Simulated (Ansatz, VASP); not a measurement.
## SrTa2O2: VASP beside Ansatz

```
Sr Ta O
1.0
     3.08483   -3.08483    2.80846
    -3.08483   -3.08483    2.80846
     0.00000   -6.16967   -5.61693
Sr Ta O
2 4 4
Direct
  0.00000 0.00000 0.00000
  0.50000 0.50000 0.50000
  0.75000 0.75000 0.75000
  0.25000 0.25000 0.25000
  0.50000 0.50000 0.00000
  0.00000 0.00000 0.50000
  0.30985 0.30985 0.69015
  0.80985 0.80985 0.19015
  0.19015 0.19015 0.80985
  0.69015 0.69015 0.30985
```

Alike in both runs: task single point; functional PBE; k mesh 4 × 4 × 4; occupations gaussian, width 0.2 eV; no spin polarisation.

```csv
,VASP,Ansatz
version,VASP 6.6.1,Ansatz 0.2.0
potentials or method,"VASP PAW PBE potentials, release 64 (Sr_sv, Ta_sv_GW, O), cutoff 700 eV","scalar-relativistic, plane waves, PAW"
valence electrons in the cell,96,96
```

|  | VASP | Ansatz | Ansatz less VASP |
| --- | --- | --- | --- |
| gap on the k mesh at the Fermi level (eV) | none | none | - |
| pressure (GPa) | 0.4 | 0.0 | -0.33 |
| traceless stress, the component that is largest in VASP (GPa) | 1.31 | 0.44 | -0.866 |
| rms of the force components (eV/Å) | 0.037 | 0.026 | -0.0114 |

Atom by atom the forces differ by 0.063 eV/Å (rms over components). A gap of «none» marks a metal or a gap that the smearing closes.

Neither program's run includes spin-orbit coupling.
